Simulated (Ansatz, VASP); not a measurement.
ZnS: VASP beside Ansatz

```xyz
16
Lattice="0.0000 5.4040 5.4040 5.4040 0.0000 5.4040 5.4040 5.4040 0.0000" Properties=species:S:1:pos:R:3 pbc="T T T"
Zn    1.3510    1.3510    1.3510
Zn    4.0530    4.0530    1.3510
Zn    4.0530    1.3510    4.0530
Zn    6.7550    4.0530    4.0530
Zn    1.3510    4.0530    4.0530
Zn    4.0530    6.7550    4.0530
Zn    4.0530    4.0530    6.7550
Zn    6.7550    6.7550    6.7550
S     0.0000    0.0000    0.0000
S     2.7020    2.7020    0.0000
S     2.7020    0.0000    2.7020
S     5.4040    2.7020    2.7020
S     0.0000    2.7020    2.7020
S     2.7020    5.4040    2.7020
S     2.7020    2.7020    5.4040
S     5.4040    5.4040    5.4040
```

Alike in both runs: task electric field gradients; functional PBEsol; k mesh 4 × 4 × 4; no spin polarisation.

|  | VASP | Ansatz |
| --- | --- | --- |
| version | VASP 6.6.1 | Ansatz 0.2.0 |
| potentials or method | VASP PAW PBE potentials, release 64 (Zn, S) | plane-wave PAW, scalar-relativistic |
| plane-wave cutoff (eV) | 520 | 420 |
| occupations | gaussian, width 0.01 eV | fixed |
| valence electrons in the cell | 144 | 144 |

```tsv
	VASP	Ansatz	Ansatz less VASP
gap on the k mesh at the Fermi level (eV)	1.98	1.97	-0.010
```

VASP's potentials were made for PBE, not for PBEsol, and Ansatz warns of the same on its side.
